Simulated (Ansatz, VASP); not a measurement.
Two plane-wave programs on SnSe

```xyz
2
Lattice="0.0000 2.7579 3.5853 2.7579 0.0000 3.5853 2.7579 2.7579 0.0000" Properties=species:S:1:pos:R:3 pbc="T T T"
Sn    0.0000    0.0000    0.0000
Se    2.7579    2.7579    3.5853
```

Alike in both runs: task single point; functional PBE; dispersion D3(BJ); k mesh 12 × 12 × 12; occupations gaussian, width 0.05 eV; no spin polarisation.

|  | VASP | Ansatz |
| --- | --- | --- |
| version | VASP 6.6.1 | Ansatz 0.2.0 |
| potentials or method | VASP PAW PBE potentials, release 64 (Sn_d, Se), cutoff 520 eV | scalar-relativistic, plane waves, PAW |
| valence electrons in the cell | 20 | 30 |

|  | VASP | Ansatz | Ansatz less VASP |
| --- | --- | --- | --- |
| gap on the k mesh at the Fermi level (eV) | none | none | - |
| pressure (GPa) | 6.3 | 6.3 | 0.00 |
| traceless stress, the component that is largest in VASP (GPa) | -13.21 | -13.17 | +0.038 |

A gap of «none» marks a metal or a gap that the smearing closes. VASP's potentials hold 20 valence electrons a cell and Ansatz's 30, so a difference there can come from the potentials and not from the codes.
